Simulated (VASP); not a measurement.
# Hf (I4/mmm) in VASP: notebook, part 2 of 2

VASP 6.6.1. The steps go on from the part before.

## (3) Single point, PBE (strain -0.080 along x and y, +0.040 along z)

Input file INCAR:

```
PREC     = Accurate       # precision mode
ENCUT    = 520            # plane-wave cutoff, eV
EDIFF    = 1E-6           # SCF threshold, eV
ISMEAR   = 0              # smearing method
SIGMA    = 0.15           # smearing width, eV
LREAL    = False          # projectors in reciprocal space
LASPH    = True           # aspherical terms in the spheres
NELM     = 100            # most SCF steps
ALGO     = Fast           # electronic algorithm
ISIF     = 2              # what is computed and relaxed
LWAVE    = False          # write WAVECAR
LCHARG   = False          # write CHGCAR
GGA      = PE             # functional
NBANDS   = 11             # bands
```

Input file KPOINTS:

```
Automatic mesh
0
Gamma
  18 18 18
```

Input file POSCAR:

```
Hf
1.0
    0.0000000000      2.0424000000      2.3088000000
    2.0424000000      0.0000000000      2.3088000000
    2.0424000000      2.0424000000      0.0000000000
Hf
1
Direct
    0.0000000000      0.0000000000      0.0000000000
```

Potentials or basis: VASP PAW PBE potentials, release 64 (Hf_pv).

Command:

```sh
$ cat potpaw_PBE.64/Hf_pv/POTCAR > POTCAR
$ mpirun -np 1 vasp_std > vasp.out
```

OUTCAR:

```text
PREC = Accurate
   ENCUT = 520
   EDIFF = 1E-6
   ISMEAR = 0
   LREAL = False
   LASPH = True
   NELM = 100
   ISIF = 2
   GGA = PE

 ion  position               nearest neighbor table
   1  0.000  0.000  0.000-

  LATTYP: Found a body centered tetragonal cell.
 ALAT       =     2.8883897798
 C/A-ratio  =     1.5986762009

  Lattice vectors:

 A1 = (  -2.0424000000,   0.0000000000,   2.3088000000)
 A2 = (   2.0424000000,   0.0000000000,   2.3088000000)
 A3 = (   0.0000000000,   2.0424000000,  -2.3088000000)

[... 506 lines left out ...]
      3     -23.6386      2.00000
      4       0.3632      2.00000
      5       5.8214      0.68100
      6       6.9219      0.00000
      7       8.6842      0.00000
      8      10.4344      0.00000
      9      10.5587      0.00000
     10      18.2584      0.00000
     11      19.3970      0.00000

 [... further k-points ...]
[... 5 lines left out ...]
  --------------------------------------------------------------------------------------
  -------------------------------------------------------------------------------------
  Total        2.6696371      2.6696371      1.8561035      0.0000000     -0.0000000      0.0000000
  in kB      222.0572183    222.0572183    154.3884722      0.0000000     -0.0000000      0.0000000
  external PRESSURE =     199.5009696 kB  Pullay stress =       0.0000000 kB

 VOLUME and BASIS-vectors are now :
 -----------------------------------------------------------------------------
  energy-cutoff  :      520.00
  volume of cell :       19.26
      direct lattice vectors                 reciprocal lattice vectors
     0.000000000  2.042400000  2.308800000    -0.244810027  0.244810027  0.216562717
     2.042400000  0.000000000  2.308800000     0.244810027 -0.244810027  0.216562717
     2.042400000  2.042400000  0.000000000     0.244810027  0.244810027 -0.216562717

 POSITION                                       TOTAL-FORCE (eV/Angst)
 -----------------------------------------------------------------------------------
      0.00000      0.00000      0.00000        -0.000000      0.000000     -0.000000
 -----------------------------------------------------------------------------------
    total drift:                               -0.000000      0.000000      0.000000

  FREE ENERGIE OF THE ION-ELECTRON SYSTEM (eV)
  ---------------------------------------------------
  free  energy   TOTEN  =        -9.6449344978 eV

  energy  without entropy=       -9.6284118847  energy(sigma->0) =       -9.63667319
```

stdout:

```text
POSCAR found type information on POSCAR Hf
 POSCAR found :  1 types and       1 ions
 scaLAPACK will be used
 LDA part: xc-table for (Slater+PW92), standard interpolation
 POSCAR, INCAR and KPOINTS ok, starting setup
 FFT: planning ... GRIDC
 FFT: planning ... GRID_SOFT
 FFT: planning ... GRID
 WAVECAR not read
 entering main loop
WARNING in EDDRMM: call to ZHEGV failed, returncode =   6  3     11
```

Run time: 42 s. Hardware: 1 thread of Intel Xeon Platinum 8559C (Emerald Rapids), shared host; peak memory 0.22 GiB.

What came out:

* Free energy: -9.6449 eV
* Pressure: 20.0 GPa
* Band gap on the k mesh: zero (band 5 reaches 6.80 eV, above the bottom of band 6 at 5.02 eV)

Caveat: the cell differs from its parent crystal (strain -0.080 along x and y, +0.040 along z); spin-orbit coupling is left out, which moves the levels of the heavy elements.

## (4) Single point, PBE (strain -0.080 along x and y, +0.080 along z)

Input file INCAR:

```
SYSTEM = Hf
PREC = Accurate
ENCUT = 520
EDIFF = 1E-7
ISMEAR = 0
SIGMA = 0.15
LREAL = .FALSE.
LASPH = .TRUE.
NELM = 80
ALGO = Normal
ISIF = 2
LWAVE = .FALSE.
LCHARG = .FALSE.
GGA = PE
NBANDS = 11
```

Input file KPOINTS:

```
regular mesh
0
G
  18 18 18
  0 0 0
```

Input file POSCAR:

```
Hf
1.0
    0.0000000000      2.0424000000      2.3976000000
    2.0424000000      0.0000000000      2.3976000000
    2.0424000000      2.0424000000      0.0000000000
Hf
1
Direct
    0.0000000000      0.0000000000      0.0000000000
```

Command:

```sh
$ cat potpaw_PBE.64/Hf_pv/POTCAR > POTCAR
$ mpirun -np 1 vasp_std > vasp.out
```

Run time: 35 s. Hardware: 1 thread of Intel Xeon Platinum 8559C (Emerald Rapids), shared host; peak memory 0.22 GiB.

It converged, with:

```yaml
Free_energy: -9.6992 eV
Pressure: 14.0 GPa
Band_gap_on_the_k_mesh: zero (band 5 reaches 6.33 eV, above the bottom of band 6 at 4.74 eV)
```

Stress tensor (GPa, compression positive):
```
16.98  0.00  0.00
 0.00 16.98  0.00
 0.00  0.00  8.03
```

Levels at points of the mesh, in eV from the Fermi level:
| k point | band 1 | band 2 | band 3 | band 4 | band 5 | band 6 | band 7 | band 8 | band 9 | band 10 |
| --- | --- | --- | --- | --- | --- | --- | --- | --- | --- | --- |
| (0.00, 0.00, 0.00) | -29.57 | -29.50 | -29.50 | -7.47 | 0.24 | 2.44 | 2.44 | 2.82 | 6.24 | 12.17 |
| (0.50, 0.00, 0.00) | -30.77 | -29.80 | -29.53 | -3.84 | 0.25 | 1.17 | 2.41 | 6.68 | 7.46 | 11.18 |
| (0.50, 0.50, 0.00) | -30.55 | -29.74 | -29.74 | -3.86 | -2.22 | 1.59 | 7.56 | 7.79 | 7.79 | 11.08 |
| (0.50, 0.00, 0.50) | -30.69 | -30.28 | -29.83 | -3.61 | -2.41 | 4.28 | 6.39 | 6.43 | 9.22 | 9.42 |

Caveat: the cell differs from its parent crystal (strain -0.080 along x and y, +0.080 along z); spin-orbit coupling is left out, which moves the levels of the heavy elements.

## (5) Single point, PBE (strain +0.000 along x and y, -0.080 along z)

Input file INCAR:

```
SYSTEM = Hf
  PREC = Accurate
  ENCUT = 520
  EDIFF = 1E-7
  ISMEAR = 0
  SIGMA = 0.15
  LREAL = .FALSE.
  LASPH = .TRUE.
  NELM = 100
  ALGO = Fast
  ISIF = 2
  LWAVE = .FALSE.
  LCHARG = .FALSE.
  GGA = PE
  NBANDS = 11
```

KPOINTS is that of step 4.

Input file POSCAR:

```
Hf
1.0
    0.0000000000      2.2200000000      2.0424000000
    2.2200000000      0.0000000000      2.0424000000
    2.2200000000      2.2200000000      0.0000000000
Hf
1
Direct
    0.0000000000      0.0000000000      0.0000000000
```

Command:

```sh
$ cat potpaw_PBE.64/Hf_pv/POTCAR > POTCAR
$ mpirun -np 1 vasp_std > vasp.out
```

Run time: 50 s. Hardware: 1 thread of Intel Xeon Platinum 8559C (Emerald Rapids), shared host; peak memory 0.22 GiB.

Results (log left out):

```
Free energy            : -9.7555 eV
Pressure               : 13.4 GPa
Band gap on the k mesh : zero (band 5 reaches 6.76 eV, above the bottom of band 6 at 4.71 eV)
```

Stress tensor (GPa, compression positive):
```
12.04  0.00  0.00
 0.00 12.04  0.00
 0.00  0.00 16.01
```

Levels at points of the mesh, in eV from the Fermi level:
| k point | band 2 | band 3 | band 4 | band 5 | band 6 | band 7 | band 8 | band 9 |
| --- | --- | --- | --- | --- | --- | --- | --- | --- |
| (0.00, 0.00, 0.00) | -29.61 | -29.61 | -7.54 | 1.18 | 1.18 | 2.16 | 3.84 | 5.26 |
| (0.50, 0.00, 0.00) | -29.83 | -29.70 | -3.93 | 0.60 | 1.01 | 1.84 | 6.66 | 7.47 |
| (0.50, 0.50, 0.00) | -30.13 | -30.13 | -3.62 | -2.70 | 4.19 | 7.06 | 7.79 | 7.79 |
| (0.50, 0.00, 0.50) | -30.05 | -29.89 | -3.76 | -2.37 | 2.69 | 6.91 | 7.21 | 8.30 |

Caveat: the cell differs from its parent crystal (strain +0.000 along x and y, -0.080 along z); spin-orbit coupling is left out, which moves the levels of the heavy elements.

## (6) Overview

| cell | gap on the mesh (eV) | pressure (GPa) |
| --- | --- | --- |
| a = 2.952, b = 2.952, c = 3.014 Å, angles 59.3, 59.3, 61.4°, 1 atom | none | 27.0 |
| a = 3.083, b = 3.083, c = 2.888 Å, angles 62.1, 62.1, 55.9°, 1 atom | none | 20.0 |
| a = 3.150, b = 3.150, c = 2.888 Å, angles 62.7, 62.7, 54.6°, 1 atom | none | 14.0 |
| a = 3.017, b = 3.017, c = 3.140 Å, angles 58.6, 58.6, 62.7°, 1 atom | none | 13.4 |

Alike in all rows: task single point; level PBE; potentials or basis VASP PAW PBE potentials, release 64 (Hf_pv); no spin polarisation; k mesh 18 × 18 × 18; cutoff (eV) 520; smearing gaussian 0.15 eV.

Caveats: spin-orbit coupling is left out, which moves the levels of the heavy elements.

Absolute energies hang on the potentials; compare differences alone.
